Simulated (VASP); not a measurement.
Pb, 1 atom in the cell. The structure is cubic, space group Fm-3m (No. 225). Conventional cell: a = 5.015 Å, b = 5.015 Å, c = 5.015 Å, α = 90.00°, β = 90.00°, γ = 90.00°. Pb (site symmetry m-3m) has 12 Pb at 3.55 Å within 4.7 Å. 

| Item | Value |
| --- | --- |
| Program | VASP 6.6.1 |
| Task | single point |
| Functional | revPBE |
| Dispersion | D4 |
| Potentials or basis | VASP PAW PBE potentials, release 64 (Pb_d) |
| Cutoff | 520 eV |
| k mesh | 9 × 9 × 9 |
| Occupations | fermi-dirac, width 0.05 eV |
| Spin | no spin polarisation |
| Dipole correction | no |
| Further INCAR settings | ALGO = Normal; EDIFF = 1e-07; NBANDS = 13 |

Potentials or basis: VASP PAW PBE potentials, release 64 (Pb_d).

Command:

```bash
$ cat potpaw_PBE.64/Pb_d/POTCAR > POTCAR
$ mpirun -np 1 vasp_std > vasp.out
```

Hardware: 1 thread of Intel(R) Xeon(R) Platinum 8259CL CPU @ 2.50GHz (Skylake/Cascade Lake) (shared host).

Q: How long does it take, and how much memory?

A: Run time: 15 s on 1 thread of Intel(R) Xeon(R) Platinum 8259CL CPU @ 2.50GHz (Skylake/Cascade Lake), on a shared host, peak memory 0.16 GiB. Counts: scf iterations 11, k points 35.
